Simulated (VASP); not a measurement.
# Zr3SiO (Pm-3m) in VASP: a series of runs

Runs on Zr3SiO. Level: PBE. Tasks: single point, relaxation of cell and atoms.

Everything below comes from runs of VASP 6.6.1. Logs are shortened: lines on timing, memory, paths and dates and some standing lists are left out, and cuts for length are marked.

## 1. The cell of the first run

It takes space group Pm-3m (No. 221, cubic). The conventional cell has a = 4.394 Å, b = 4.394 Å, c = 4.394 Å, α = 90.00°, β = 90.00°, γ = 90.00°. Within 2.9 Å of Zr (site symmetry 4/mmm) lie 2 O at 2.20 Å. Within 4.1 Å of Si (site symmetry m-3m) lie 12 Zr at 3.11 Å and 8 O at 3.81 Å. Within 2.9 Å of O (site symmetry m-3m) lie 6 Zr at 2.20 Å.

## 2. Single point, PBE, collinear spin, ferromagnetic start

Input file INCAR:

```
SYSTEM = Zr3SiO
ALGO = Normal
EDIFF = 1E-7
ENCUT = 520
GGA = PE
ISIF = 2
ISMEAR = 0
ISPIN = 2
LASPH = .True.
LCHARG = .False.
LMAXMIX = 4
LORBIT = 11
LREAL = .False.
LWAVE = .False.
MAGMOM = 1 1 1 0 0
NBANDS = 35
NELM = 150
PREC = Accurate
SIGMA = 0.1
```

Input file KPOINTS:

```
k-points
0
Gamma
  4 4 4
  0 0 0
```

Input file POSCAR:

```
Zr3SiO
1.0
    4.3940903108      0.0000000000      0.0000000000
    0.0000000000      4.3940903108      0.0000000000
    0.0000000000      0.0000000000      4.3940903108
Zr Si O
3 1 1
Direct
    0.5000000000      0.0000000000      0.5000000000
    0.0000000000      0.5000000000      0.5000000000
    0.5000000000      0.5000000000      0.0000000000
    0.0000000000      0.0000000000      0.0000000000
    0.5000000000      0.5000000000      0.5000000000
```

Potentials or basis: VASP PAW PBE potentials, release 64 (Zr_sv, Si, O).

Launch:

```bash
> cat potpaw_PBE.64/Zr_sv/POTCAR potpaw_PBE.64/Si/POTCAR potpaw_PBE.64/O/POTCAR > POTCAR
> mpirun -np 1 vasp_std > vasp.out
```

OUTCAR:

```text
SYSTEM = Zr3SiO
   EDIFF = 1E-7
   ENCUT = 520
   GGA = PE
   ISIF = 2
   ISMEAR = 0
   ISPIN = 2
   LASPH = .True.
   LORBIT = 11
   LREAL = .False.
   NELM = 150
   PREC = Accurate

 ion  position               nearest neighbor table
   1  0.500  0.000  0.500-   5 2.20   5 2.20   4 3.11   2 3.11   3 3.11   4 3.11   2 3.11   3 3.11
                             3 3.11   3 3.11   2 3.11   4 3.11   4 3.11   2 3.11
   2  0.000  0.500  0.500-   5 2.20   5 2.20   4 3.11   1 3.11   3 3.11   4 3.11   1 3.11   4 3.11
                             4 3.11   1 3.11   3 3.11   3 3.11   3 3.11   1 3.11
   3  0.500  0.500  0.000-   5 2.20   5 2.20   4 3.11   1 3.11   1 3.11   2 3.11   2 3.11   1 3.11
                             4 3.11   1 3.11   2 3.11   4 3.11   2 3.11   4 3.11
   4  0.000  0.000  0.000-   1 3.11   2 3.11   3 3.11   1 3.11   2 3.11   2 3.11   3 3.11   2 3.11
                             1 3.11   3 3.11   1 3.11   3 3.11
   5  0.500  0.500  0.500-   1 2.20   2 2.20   3 2.20   3 2.20   1 2.20   2 2.20

  LATTYP: Found a simple cubic cell.
 ALAT       =     4.3940903108

  Lattice vectors:

 A1 = (   4.3940903108,   0.0000000000,   0.0000000000)
 A2 = (   0.0000000000,   4.3940903108,   0.0000000000)
 A3 = (   0.0000000000,   0.0000000000,   4.3940903108)

Analysis of symmetry for initial positions (statically):
=====================================================================
 Subroutine PRICEL returns:
 Original cell was already a primitive cell.

 Routine SETGRP: Setting up the symmetry group for a
 simple cubic supercell.

 Subroutine GETGRP returns: Found 48 space group operations
 (whereof 48 operations were pure point group operations)
 out of a pool of 48 trial point group operations.

The static configuration has the point symmetry O_h .

Analysis of symmetry for dynamics (positions and initial velocities):
=====================================================================
 Subroutine PRICEL returns:
 Original cell was already a primitive cell.

 Routine SETGRP: Setting up the symmetry group for a
 simple cubic supercell.

 Subroutine GETGRP returns: Found 48 space group operations
 (whereof 48 operations were pure point group operations)
 out of a pool of 48 trial point group operations.

The dynamic configuration has the point symmetry O_h .

Analysis of structural, dynamic, and magnetic symmetry:
=====================================================================
 Subroutine PRICEL returns:
 Original cell was already a primitive cell.

 Routine SETGRP: Setting up the symmetry group for a
 simple cubic supercell.

 Subroutine GETGRP returns: Found 48 space group operations
 (whereof 48 operations were pure point group operations)
 out of a pool of 48 trial point group operations.

The overall configuration has the point symmetry O_h .

 Subroutine INISYM returns: Found 48 space group operations
 (whereof 48 operations are pure point group operations),
 and found     1 'primitive' translations

----------------------------------------------------------------------------------------

                                     Primitive cell

  volume of cell :      84.8412

  direct lattice vectors                    reciprocal lattice vectors
     4.394090311  0.000000000  0.000000000     0.227578390  0.000000000  0.000000000
     0.000000000  4.394090311  0.000000000     0.000000000  0.227578390  0.000000000
     0.000000000  0.000000000  4.394090311     0.000000000  0.000000000  0.227578390

  length of vectors
     4.394090311  4.394090311  4.394090311     0.227578390  0.227578390  0.227578390

  position of ions in fractional coordinates (direct lattice)
     0.500000000  0.000000000  0.500000000
     0.000000000  0.500000000  0.500000000
     0.500000000  0.500000000  0.000000000
     0.000000000  0.000000000  0.000000000
     0.500000000  0.500000000  0.500000000

  ion indices of the primitive-cell ions
   primitive index   ion index
                 1           1
                 2           2
                 3           3
                 4           4
                 5           5

----------------------------------------------------------------------------------------

 KPOINTS: k-points
[... 32 lines left out ...]
  0.500000  0.250000  0.250000     12.000000
  0.500000  0.500000  0.250000      6.000000
  0.500000  0.500000  0.500000      1.000000
   k-points           NKPTS =     10   k-points in BZ     NKDIM =     10   number of bands    NBANDS=     35
   number of dos      NEDOS =    301   number of ions     NIONS =      5
   total plane-waves  NPLWV =  46656
   dimension x,y,z NGX =    36 NGY =   36 NGZ =   36
   dimension x,y,z NGXF=    72 NGYF=   72 NGZF=   72
   ions per type =               3   1   1
   NGX,Y,Z   is equivalent  to a cutoff of  13.62, 13.62, 13.62 a.u.
   NGXF,Y,Z  is equivalent  to a cutoff of  27.24, 27.24, 27.24 a.u.
 SYSTEM =  Zr3SiO
   PREC   = accura    normal or accurate (medium, high low for compatibility)
   ISTART =      0    job   : 0-new  1-cont  2-samecut
   ICHARG =      2    charge: 1-file 2-atom 10-const
   ISPIN  =      2    spin polarized calculation?
   LNONCOLLINEAR =      F non collinear calculations
   LSORBIT =      F    spin-orbit coupling
   LASPH  =      T    aspherical Exc in radial PAW
   ENCUT  =  520.0 eV  38.22 Ry    6.18 a.u.   8.17  8.17  8.17*2*pi/ulx,y,z
   NELM   =    150;   NELMIN=  2; NELMDL= -5     # of ELM steps
   EDIFF  = 0.1E-06   stopping-criterion for ELM
   LREAL  =      F    real-space projection
   EDIFFG = 0.1E-05   stopping-criterion for IOM
   NSW    =      0    number of steps for IOM
   IBRION =     -1    ionic relax: 0-MD 1-quasi-New 2-CG
   NFREE  =      0    steps in history (QN), initial steepest desc. (CG)
   ISIF   =      2    stress and relaxation
   ISYM   =      2    0-nonsym 1-usesym 2-fastsym
   POTIM  = 0.5000    time-step for ionic-motion
   TEBEG  =    0.0;   TEEND  =   0.0 temperature during run
   PSTRESS=    0.0 pullay stress
   NELECT =      46.0000    total number of electrons
   NUPDOWN=      -1.0000    fix difference up-down
   EMIN   =  10.00;   EMAX   =-10.00  energy-range for DOS
   EFERMI =   0.00;   METHOD = LEGACY
   ISMEAR =     0;   SIGMA  =   0.10  broadening in eV -4-tet -1-fermi 0-gaus
   EFERMI_NEDOS =   21; number of points for ismear=-14 and -15
   IALGO  =     38    algorithm
   IMIX   =      4    mixing-type and parameters
     AMIX     =   0.40;   BMIX     =  1.00
     AMIX_MAG =   1.60;   BMIX_MAG =  1.00
  volume/ion in A,a.u.               =      16.97       114.51
  Fermi-wavevector in a.u.,A,eV,Ry     =   1.334930  2.522652 24.246097  1.782038
  Thomas-Fermi vector in A             =   2.463673
   LORBIT       =     11    0 simple, 1 ext, 2 COOP (PROOUT), +10 PAW based schemes
   GGA     = PE    functional components
   LHFCALC =     F    Hartree Fock is set to
   AEXX    =    0.0000 exact exchange contribution
   IVDW    =     0    specifies the selected vdW correction
   LEPSILON=     F    determine dielectric tensor
   LRPA    =     F    only Hartree local field effects (RPA)
 spin polarized calculation
 Gauss-broadening in eV      SIGMA  =   0.10
  energy-cutoff  :      520.00
  volume of cell :       84.84
 maximum number of plane-waves:      2320
 NGX is ok and might be reduce to    36
   NGX = 17   NGY = 17   NGZ = 17

 number of electron      45.9999991 magnetization      -0.0012396

 number of electron      45.9999991 magnetization       0.0012633

 Free energy of the ion-electron system (eV)
  ---------------------------------------------------
  ext. energy  EPLUGINS =         0.00000000
  ---------------------------------------------------
  free energy    TOTEN  =       -41.63739179 eV

  energy without entropy =      -41.59750063  energy(sigma->0) =      -41.61744621

 E-fermi :  10.0533     XC(G=0): -11.4855

 val. band max:       10.0474920418   @ k =   0.5000   0.2500   0.2500
 cond. band min:      10.0698587951   @ k =   0.5000   0.5000   0.0000
 fundamental gap:      0.0223667533
 Fermi energy:        10.0533249540

 spin component 1

 k-point     1 :       0.0000    0.0000    0.0000
  band No.  band energies     occupation
      1     -39.0851      1.00000
      2     -38.8607      1.00000
      3     -38.8607      1.00000
      4     -17.6194      1.00000
      5     -17.6194      1.00000
      6     -17.6194      1.00000
[... 369 lines left out ...]
     34      15.1614      0.00000
     35      15.1614      0.00000
 Fermi energy:        10.0533249540

 spin component 2

 k-point     1 :       0.0000    0.0000    0.0000
  band No.  band energies     occupation
      1     -39.0850      1.00000
      2     -38.8606      1.00000
      3     -38.8606      1.00000
      4     -17.6192      1.00000
      5     -17.6192      1.00000
      6     -17.6192      1.00000
[... 369 lines left out ...]
     34      15.1616      0.00000
     35      15.1616      0.00000

------------------------ aborting loop because EDIFF is reached ----------------------------------------

  FORCE on cell =-STRESS in cart. coord.  units (eV):
  Direction    XX          YY          ZZ          XY          YZ          ZX
  --------------------------------------------------------------------------------------
  -------------------------------------------------------------------------------------
  Total        0.2106339      0.2106339      0.2106339     -0.0000000     -0.0000000      0.0000000
  in kB        3.9776998      3.9776998      3.9776998     -0.0000000     -0.0000000      0.0000000
  external PRESSURE =       3.9776998 kB  Pullay stress =       0.0000000 kB

 VOLUME and BASIS-vectors are now :
 -----------------------------------------------------------------------------
  energy-cutoff  :      520.00
  volume of cell :       84.84
      direct lattice vectors                 reciprocal lattice vectors
     4.394090311  0.000000000  0.000000000     0.227578390  0.000000000  0.000000000
     0.000000000  4.394090311  0.000000000     0.000000000  0.227578390  0.000000000
     0.000000000  0.000000000  4.394090311     0.000000000  0.000000000  0.227578390

 POSITION                                       TOTAL-FORCE (eV/Angst)
 -----------------------------------------------------------------------------------
      2.19705      0.00000      2.19705         0.000000      0.000000      0.000000
      0.00000      2.19705      2.19705         0.000000      0.000000      0.000000
      2.19705      2.19705      0.00000         0.000000      0.000000      0.000000
      0.00000      0.00000      0.00000         0.000000      0.000000      0.000000
      2.19705      2.19705      2.19705         0.000000      0.000000      0.000000
 -----------------------------------------------------------------------------------
    total drift:                                0.000000      0.000000      0.000000

  FREE ENERGIE OF THE ION-ELECTRON SYSTEM (eV)
  ---------------------------------------------------
  free  energy   TOTEN  =       -41.6373917859 eV

  energy  without entropy=      -41.5975006331  energy(sigma->0) =      -41.61744621

 total charge

# of ion       s       p       d       tot
------------------------------------------
    1        2.162   5.976   1.768   9.906
    2        2.162   5.976   1.768   9.906
    3        2.162   5.976   1.768   9.906
    4        0.720   0.830   0.000   1.550
    5        1.557   3.552   0.000   5.108
--------------------------------------------------
tot          8.762  22.310   5.304  36.376

 magnetization (x)

# of ion       s       p       d       tot
------------------------------------------
    1        0.000   0.000   0.000   0.000
    2        0.000   0.000   0.000   0.000
    3        0.000   0.000   0.000   0.000
    4        0.000  -0.000   0.000  -0.000
    5        0.000   0.000   0.000   0.000
--------------------------------------------------
tot          0.000   0.000   0.001   0.001
```

It took 2.7 min on 1 thread of AMD EPYC 7R43 (Zen 3), shared host; peak memory 0.24 GiB.

Results:

```
Free energy                                           : -41.6374 eV
Pressure                                              : 0.4 GPa
Band gap on the k mesh                                : zero (filled and empty bands overlap)
Net moment                                            : 0.00 μB per cell
Valence electrons inside the program's atomic spheres : Zr 9.91; Si 1.55; O 5.11
```

Levels at points of the mesh, in eV from the Fermi level:
Spin up:
```csv
k point,band 21,band 22,band 23,band 24,band 25,band 26
"(0.00, 0.00, 0.00)",-2.44,-2.44,-0.52,-0.52,-0.52,1.79
"(0.50, 0.00, 0.00)",-1.89,-0.82,0.53,0.57,1.54,1.54
"(0.50, 0.50, 0.00)",-0.02,-0.02,0.02,0.02,0.74,1.29
"(0.50, 0.50, 0.50)",-1.01,-1.01,-1.01,0.29,0.29,0.29
```
Spin down:
```csv
k point,band 20,band 21,band 22,band 23,band 24,band 25,band 26,band 27
"(0.00, 0.00, 0.00)",-2.44,-2.44,-2.44,-0.52,-0.52,-0.52,1.79,1.79
"(0.50, 0.00, 0.00)",-2.59,-1.89,-0.82,0.53,0.57,1.54,1.54,1.56
"(0.50, 0.50, 0.00)",-3.00,-0.02,-0.02,0.02,0.02,0.74,1.29,1.74
"(0.50, 0.50, 0.50)",-2.08,-1.01,-1.01,-1.01,0.29,0.29,0.29,2.51
```

(Continued in part 2 of 2.)
